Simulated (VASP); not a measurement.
# NiO2 (P-3m1) in VASP: further runs

NiO2 is run at these levels: PBEsol; tasks: single point.

Everything below comes from runs of VASP 6.6.1. Logs are shortened: lines on timing, memory, paths and dates and some standing lists are left out, and cuts for length are marked.

## (1) The cell of the first run

The structure is trigonal, space group P-3m1 (No. 164). The conventional cell has a = 2.940 Å, b = 2.940 Å, c = 4.378 Å, α = 90.00°, β = 90.00°, γ = 120.00°. Within 2.5 Å of Ni (site symmetry -3m) lie 6 O at 1.89 Å. O (site symmetry 3m) has 3 Ni at 1.89 Å and 3 O at 2.38 Å within 2.5 Å.

## (2) Single point, PBEsol

File INCAR:

```
SYSTEM = NiO2
ALGO = Normal
EDIFF = 1E-6
ENCUT = 700
GGA = PS
GGA_COMPAT = .FALSE.
ISIF = 2
ISMEAR = 0
LASPH = .TRUE.
LCHARG = .TRUE.
LELF = .TRUE.
LREAL = .FALSE.
LVHAR = .TRUE.
LWAVE = .FALSE.
NBANDS = 22
NELM = 120
PREC = Accurate
SIGMA = 0.05
```

File KPOINTS:

```
k-points
0
G
  12 12 6
  0 0 0
```

File POSCAR:

```
NiO2
1.0
    2.9395324848      0.0000000000      0.0000000000
   -1.4697662424      2.5457098070      0.0000000000
    0.0000000000      0.0000000000      4.3779330019
Ni O
1 2
Direct
    0.0000000000      0.0000000000      0.5000000000
    0.6666666667      0.3333333333      0.6912080179
    0.3333333333      0.6666666667      0.3087919821
```

Potentials or basis: VASP PAW PBE potentials, release 64 (Ni_sv_GW, O).

Command:

```
$ cat potpaw_PBE.64/Ni_sv_GW/POTCAR potpaw_PBE.64/O/POTCAR > POTCAR
$ mpirun -np 1 vasp_std > vasp.out
```

OUTCAR:

```text
SYSTEM = NiO2
   EDIFF = 1E-6
   ENCUT = 700
   GGA = PS
   ISIF = 2
   ISMEAR = 0
   LASPH = .TRUE.
   LREAL = .FALSE.
   NELM = 120
   PREC = Accurate

 ion  position               nearest neighbor table
   1  0.000  0.000  0.500-   2 1.89   3 1.89   3 1.89   2 1.89   2 1.89   3 1.89
   2  0.667  0.333  0.691-   1 1.89   1 1.89   1 1.89
   3  0.333  0.667  0.309-   1 1.89   1 1.89   1 1.89

  LATTYP: Found a hexagonal cell.
 ALAT       =     2.9395324848
 C/A-ratio  =     1.4893296892

  Lattice vectors:

 A1 = (   2.9395324848,   0.0000000000,   0.0000000000)
 A2 = (  -1.4697662424,   2.5457098070,   0.0000000000)
 A3 = (   0.0000000000,   0.0000000000,   4.3779330019)

Analysis of symmetry for initial positions (statically):
=====================================================================
 Subroutine PRICEL returns:
 Original cell was already a primitive cell.

 Routine SETGRP: Setting up the symmetry group for a
 hexagonal supercell.

 Subroutine GETGRP returns: Found 12 space group operations
 (whereof 12 operations were pure point group operations)
 out of a pool of 24 trial point group operations.

The static configuration has the point symmetry D_3d.

Analysis of symmetry for dynamics (positions and initial velocities):
=====================================================================
 Subroutine PRICEL returns:
 Original cell was already a primitive cell.

 Routine SETGRP: Setting up the symmetry group for a
 hexagonal supercell.

 Subroutine GETGRP returns: Found 12 space group operations
 (whereof 12 operations were pure point group operations)
 out of a pool of 24 trial point group operations.

The dynamic configuration has the point symmetry D_3d.

 Subroutine INISYM returns: Found 12 space group operations
 (whereof 12 operations are pure point group operations),
 and found     1 'primitive' translations

----------------------------------------------------------------------------------------

                                     Primitive cell

  volume of cell :      32.7609

  direct lattice vectors                    reciprocal lattice vectors
     2.939532485  0.000000000  0.000000000     0.340190151  0.196408875  0.000000000
    -1.469766242  2.545709807  0.000000000     0.000000000  0.392817751  0.000000000
     0.000000000  0.000000000  4.377933002     0.000000000  0.000000000  0.228418297

  length of vectors
[... 81 lines left out ...]
   LASPH  =      T    aspherical Exc in radial PAW
   ENCUT  =  700.0 eV  51.45 Ry    7.17 a.u.   6.34  6.34  9.44*2*pi/ulx,y,z
   NELM   =    120;   NELMIN=  2; NELMDL= -5     # of ELM steps
   EDIFF  = 0.1E-05   stopping-criterion for ELM
   LREAL  =      F    real-space projection
   EDIFFG = 0.1E-04   stopping-criterion for IOM
   NSW    =      0    number of steps for IOM
   IBRION =     -1    ionic relax: 0-MD 1-quasi-New 2-CG
   NFREE  =      0    steps in history (QN), initial steepest desc. (CG)
   ISIF   =      2    stress and relaxation
   ISYM   =      2    0-nonsym 1-usesym 2-fastsym
   POTIM  = 0.5000    time-step for ionic-motion
   TEBEG  =    0.0;   TEEND  =   0.0 temperature during run
   PSTRESS=    0.0 pullay stress
   NELECT =      30.0000    total number of electrons
   NUPDOWN=      -1.0000    fix difference up-down
   EMIN   =  10.00;   EMAX   =-10.00  energy-range for DOS
   EFERMI =   0.00;   METHOD = LEGACY
   ISMEAR =     0;   SIGMA  =   0.05  broadening in eV -4-tet -1-fermi 0-gaus
   EFERMI_NEDOS =   21; number of points for ismear=-14 and -15
   IALGO  =     38    algorithm
   IMIX   =      4    mixing-type and parameters
     AMIX     =   0.40;   BMIX     =  1.00
     AMIX_MAG =   1.60;   BMIX_MAG =  1.00
  volume/ion in A,a.u.               =      10.92        73.69
  Fermi-wavevector in a.u.,A,eV,Ry     =   1.589754  3.004199 34.386230  2.527317
  Thomas-Fermi vector in A             =   2.688554
   LORBIT       =      0    0 simple, 1 ext, 2 COOP (PROOUT), +10 PAW based schemes
   GGA     = PS    functional components
   LHFCALC =     F    Hartree Fock is set to
   AEXX    =    0.0000 exact exchange contribution
   IVDW    =     0    specifies the selected vdW correction
   LEPSILON=     F    determine dielectric tensor
   LRPA    =     F    only Hartree local field effects (RPA)
 non-spin polarized calculation
 Gauss-broadening in eV      SIGMA  =   0.05
  energy-cutoff  :      700.00
  volume of cell :       32.76
 maximum number of plane-waves:      1404
 NGX is ok and might be reduce to    28

 number of electron      29.9999985 magnetization

 Free energy of the ion-electron system (eV)
  ---------------------------------------------------
  ext. energy  EPLUGINS =         0.00000000
  ---------------------------------------------------
  free energy    TOTEN  =       -19.57067239 eV

  energy without entropy =      -19.57067239  energy(sigma->0) =      -19.57067239

 E-fermi :   2.2959     XC(G=0): -11.0039

 val. band max:        1.9304942243   @ k =   0.0833   0.0000   0.5000
 cond. band min:       2.5520784541   @ k =   0.3333   0.0000   0.3333
 fundamental gap:      0.6215842298
 Fermi energy:         2.2959320810

 k-point     1 :       0.0000    0.0000    0.0000
  band No.  band energies     occupation
      1    -101.9759      2.00000
      2     -62.6386      2.00000
      3     -62.6386      2.00000
      4     -62.1127      2.00000
      5     -17.6933      2.00000
      6     -14.7730      2.00000
[... 589 lines left out ...]
     21      18.3185      0.00000
     22      20.6420      0.00000

 [... further k-points ...]

------------------------ aborting loop because EDIFF is reached ----------------------------------------

  FORCE on cell =-STRESS in cart. coord.  units (eV):
  Direction    XX          YY          ZZ          XY          YZ          ZX
  --------------------------------------------------------------------------------------
  -------------------------------------------------------------------------------------
  Total       -3.2980171     -3.2980171      0.6042817      0.0000000     -0.0000000      0.0000000
  in kB     -161.2899135   -161.2899135     29.5524672      0.0000000     -0.0000000      0.0000000
  external PRESSURE =     -97.6757866 kB  Pullay stress =       0.0000000 kB

 VOLUME and BASIS-vectors are now :
 -----------------------------------------------------------------------------
  energy-cutoff  :      700.00
  volume of cell :       32.76
      direct lattice vectors                 reciprocal lattice vectors
     2.939532485  0.000000000  0.000000000     0.340190151  0.196408875  0.000000000
    -1.469766242  2.545709807  0.000000000     0.000000000  0.392817751  0.000000000
     0.000000000  0.000000000  4.377933002     0.000000000  0.000000000  0.228418297

 POSITION                                       TOTAL-FORCE (eV/Angst)
 -----------------------------------------------------------------------------------
      0.00000      0.00000      2.18897        -0.000000      0.000000      0.000000
      1.46977      0.84857      3.02606         0.000000     -0.000000      0.439284
     -0.00000      1.69714      1.35187        -0.000000      0.000000     -0.439284
 -----------------------------------------------------------------------------------
    total drift:                               -0.000000      0.000000      0.000000

  FREE ENERGIE OF THE ION-ELECTRON SYSTEM (eV)
  ---------------------------------------------------
  free  energy   TOTEN  =       -19.5706723856 eV

  energy  without entropy=      -19.5706723856  energy(sigma->0) =      -19.57067239
```

Run time: 2.6 min. Hardware: 1 thread of Intel Xeon Platinum 8259CL at 2.50GHz (Skylake/Cascade Lake), shared host; peak memory 0.28 GiB.

What came out:

```
Free energy            : -19.5707 eV
Pressure               : -9.8 GPa
Largest force          : 0.439 eV/Å
Band gap on the k mesh : 0.62 eV (least direct gap 0.99 eV)
```

Forces on the atoms (eV/Å):
```
Ni   0.000  0.000  0.000
O    0.000  0.000  0.439
O    0.000  0.000 -0.439
```

Stress tensor (GPa, compression positive):
```
-16.13   0.00   0.00
  0.00 -16.13   0.00
  0.00   0.00   2.96
```

Caveat: the stress differs along the axes, from -16 to 3 GPa; the PAW data sets were made with another functional, which shifts forces and pressure a little; the run has no spin polarisation, though such a crystal can be magnetic.

## (3) Single point, PBEsol

This run uses another cell than the first one, of the same volume but with other edges.

File INCAR:

```
SYSTEM = NiO2
ALGO = Normal ; EDIFF = 1E-6
ENCUT = 700 ; GGA = PS
GGA_COMPAT = .False. ; ISIF = 2
ISMEAR = 0 ; LASPH = .True.
LCHARG = .False. ; LREAL = .False.
LWAVE = .False. ; NBANDS = 22
NELM = 120 ; PREC = Accurate
SIGMA = 0.05
```

File KPOINTS:

```
k-points
0
Gamma
  12 12 6
  0 0 0
```

File POSCAR:

```
NiO2
1.0
    2.8226746840      0.0000000000      0.0000000000
   -1.4113373420      2.4445079829      0.0000000000
    0.0000000000      0.0000000000      4.7479264486
Ni O
1 2
Direct
    0.0000000000      0.0000000000      0.5000000000
    0.6666666667      0.3333333333      0.6912080179
    0.3333333333      0.6666666667      0.3087919821
```

Potentials or basis: VASP PAW PBE potentials, release 64 (Ni_sv_GW, O).

Command:

```
$ cat potpaw_PBE.64/Ni_sv_GW/POTCAR potpaw_PBE.64/O/POTCAR > POTCAR
$ mpirun -np 1 vasp_std > vasp.out
```

Wall time 87 s (1 thread of Intel Xeon Platinum 8259CL at 2.50GHz (Skylake/Cascade Lake), shared host); peak memory 0.26 GiB.

Results (log left out):

* Free energy: -19.7736 eV
* Pressure: -2.3 GPa
* Largest force: 0.174 eV/Å
* Band gap on the k mesh: 0.96 eV (least direct gap 1.23 eV)

Forces in eV/Å, atoms in the order of the input:
```
Ni   0.000  0.000  0.000
O    0.000  0.000  0.174
O    0.000  0.000 -0.174
```

Stress tensor (GPa, compression positive):
```
-3.94  0.00  0.00
 0.00 -3.94  0.00
 0.00  0.00  0.98
```

Levels at points of the mesh, in eV from the valence-band top:
```tsv
k point	band 13	band 14	band 15	band 16	band 17	band 18
(0.00, 0.00, 0.00)	-1.22	-0.94	-0.28	2.24	2.24	7.39
(0.50, 0.00, 0.00)	-1.81	-1.68	-1.05	1.50	2.17	12.32
(0.00, 0.00, 0.50)	-1.24	-1.24	-0.05	2.26	2.26	9.39
(0.50, 0.00, 0.50)	-1.69	-1.60	-1.11	1.50	2.12	11.56
```

Caveat: the PAW data sets were made with another functional, which shifts forces and pressure a little; the run has no spin polarisation, though such a crystal can be magnetic. A k mesh can miss the band edges.

## (4) Single point, PBEsol

This run uses another cell than the first one, of the same volume but with other edges.

File INCAR:

```
SYSTEM = NiO2
ALGO = Normal
EDIFF = 1E-6
ENCUT = 700
GGA = PS
GGA_COMPAT = .False.
ISIF = 2
ISMEAR = 0
LASPH = .True.
LCHARG = .False.
LREAL = .False.
LWAVE = .False.
NBANDS = 22
NELM = 120
PREC = Accurate
SIGMA = 0.05
```

KPOINTS is that of step 3.

File POSCAR:

```
NiO2
1.0
    2.7396061943      0.0000000000      0.0000000000
   -1.3698030971      2.3725685606      0.0000000000
    0.0000000000      0.0000000000      5.0402184517
Ni O
1 2
Direct
    0.0000000000      0.0000000000      0.5000000000
    0.6666666667      0.3333333333      0.6912080179
    0.3333333333      0.6666666667      0.3087919821
```

Command:

```
$ cat potpaw_PBE.64/Ni_sv_GW/POTCAR potpaw_PBE.64/O/POTCAR > POTCAR
$ mpirun -np 1 vasp_std > vasp.out
```

Wall time 2.9 min (1 thread of AMD EPYC 7R43 (Zen 3), shared host); peak memory 0.23 GiB.

The run converged. Its results:

* Free energy: -19.7590 eV
* Pressure: 2.7 GPa
* Largest force: 0.144 eV/Å
* Band gap on the k mesh: 1.13 eV (least direct gap 1.33 eV)

Forces in eV/Å, atoms in the order of the input:
```
Ni   0.000  0.000  0.000
O    0.000  0.000 -0.144
O    0.000  0.000  0.144
```

Stress tensor (GPa, compression positive):
```
 5.16  0.00  0.00
 0.00  5.16  0.00
 0.00  0.00 -2.35
```

Levels at points of the mesh, in eV from the valence-band top:
```tsv
k point	band 13	band 14	band 15	band 16	band 17	band 18
(0.00, 0.00, 0.00)	-1.01	-1.01	-0.36	2.39	2.39	7.71
(0.50, 0.00, 0.00)	-1.66	-1.66	-0.94	1.81	2.29	12.47
(0.00, 0.00, 0.50)	-1.02	-1.02	-0.13	2.40	2.40	9.67
(0.50, 0.00, 0.50)	-1.69	-1.66	-0.98	1.81	2.25	11.90
```

Caveat: the stress differs along the axes, from -2 to 5 GPa; the PAW data sets were made with another functional, which shifts forces and pressure a little; the run has no spin polarisation, though such a crystal can be magnetic. A k mesh can miss the band edges.

## (5) Overview

| cell | gap on the mesh (eV) | pressure (GPa) | largest force (eV/Å) |
| --- | --- | --- | --- |
| a = 2.940, b = 2.940, c = 4.378 Å, angles 90.0, 90.0, 120.0°, 3 atoms | 0.62 | -9.8 | 0.44 |
| a = 2.823, b = 2.823, c = 4.748 Å, angles 90.0, 90.0, 120.0°, 3 atoms | 0.96 | -2.3 | 0.17 |
| a = 2.740, b = 2.740, c = 5.040 Å, angles 90.0, 90.0, 120.0°, 3 atoms | 1.13 | 2.7 | 0.14 |

Alike in all rows: task single point; level PBEsol; potentials or basis VASP PAW PBE potentials, release 64 (Ni_sv_GW, O); no spin polarisation; k mesh 12 × 12 × 6; cutoff (eV) 700; smearing gaussian 0.05 eV.

Caveats: the PAW data sets were made with another functional, which shifts forces and pressure a little; the run has no spin polarisation, though such a crystal can be magnetic; the stress differs along the axes, from -16 to 3 GPa (at least some runs); the stress differs along the axes, from -2 to 5 GPa (at least some runs).

Total energies depend on the potentials used, so only differences within one code and one set of settings carry meaning.
